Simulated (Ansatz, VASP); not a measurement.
## CdS: VASP beside Ansatz

```
Cd S
1.0
     0.00000    2.80138    2.80138
     2.80138    0.00000    2.80138
     2.80138    2.80138    0.00000
Cd S
1 1
Direct
  0.00000 0.00000 0.00000
  0.50000 0.50000 0.50000
```

Alike in both runs: task single point; functional PBE; k mesh 12 × 12 × 12; occupations gaussian, width 0.01 eV; no spin polarisation.

```csv
,VASP,Ansatz
version,VASP 6.6.1,Ansatz 0.2.0
potentials or method,"VASP PAW PBE potentials, release 64 (Cd, S), cutoff 520 eV","scalar-relativistic, plane waves, PAW"
valence electrons in the cell,18,26
```

```csv
,VASP,Ansatz,Ansatz less VASP
gap on the k mesh at the Fermi level (eV),0.24,0.24,+0.010
least direct gap on the mesh (eV),1.21,1.23,+0.021
pressure (GPa),-3.4,-3.7,-0.28
```

The functional is the same, so the differences come from potentials, cutoffs and numerics. VASP's potentials hold 18 valence electrons a cell and Ansatz's 26, so a difference there can come from the potentials and not from the codes.
